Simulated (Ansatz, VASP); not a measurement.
One calculation of CdS, two programs

```xyz
2
Lattice="0.0000 2.8782 2.8782 2.8782 0.0000 2.8782 2.8782 2.8782 0.0000" Properties=species:S:1:pos:R:3 pbc="T T T"
Cd    0.0000    0.0000    0.0000
S     1.4391    1.4391    1.4391
```

Alike in both runs: functional LDA; k mesh 8 × 8 × 8; occupations gaussian, width 0.02 eV; no spin polarisation.

Ansatz relaxed the structure, and its values are those at the end. VASP's run is a single point on that final structure, the one shown.

```csv
,VASP,Ansatz
version,VASP 6.6.1,Ansatz 0.2.0
potentials or method,"VASP PAW LDA potentials, release 64 (Cd, S), cutoff 500 eV","scalar-relativistic, plane waves, PAW"
valence electrons in the cell,18,26
```

|  | VASP | Ansatz | Ansatz less VASP |
| --- | --- | --- | --- |
| gap on the k mesh at the Fermi level (eV) | 0.98 | 0.95 | -0.030 |
| least direct gap on the mesh (eV) | 0.98 | 0.95 | -0.030 |
| pressure (GPa) | 0.6 | 0.0 | -0.54 |

Ansatz warns that its potentials were made for another functional, while VASP's fit it. LDA's correlation is that of Perdew and Zunger in VASP and of Perdew and Wang (1992) in Ansatz. VASP's potentials hold 18 valence electrons a cell and Ansatz's 26, so a difference there can come from the potentials and not from the codes.
